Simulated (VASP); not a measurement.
A run of VASP 6.6.1:

File INCAR:

```
PREC = Accurate ; ENCUT = 520
EDIFF = 1E-6 ; ISMEAR = -1
SIGMA = 0.05 ; LREAL = F
LASPH = T ; NELM = 80
ALGO = Normal ; ISIF = 2
LWAVE = F ; LCHARG = F
GGA = PE ; NBANDS = 16
```

Contents of KPOINTS:

```
Automatic mesh
0
Gamma
  13 13 13
```

The input POSCAR:

```
GaAs
1.0
    0.0000000000      2.6668571925      2.6668571925
    2.6668571925      0.0000000000      2.6668571925
    2.6668571925      2.6668571925      0.0000000000
Ga As
1 1
Direct
    0.0000000000      0.0000000000      0.0000000000
    0.2500000000      0.2500000000      0.2500000000
```

Potentials or basis: VASP PAW PBE potentials, release 64 (Ga_d, As).

Run with:

```console
$ cat potpaw_PBE.64/Ga_d/POTCAR potpaw_PBE.64/As/POTCAR > POTCAR
$ mpirun -np 1 vasp_std > vasp.out
```

Hardware: 1 thread of Intel(R) Xeon(R) Platinum 8488C (Sapphire Rapids), with other jobs on the host.

Q: How long does it take, and how much memory?

A: Run time: 28 s on 1 thread of Intel(R) Xeon(R) Platinum 8488C (Sapphire Rapids), on a shared host, peak memory 0.19 GiB. Counts: scf iterations 12, k points 84.
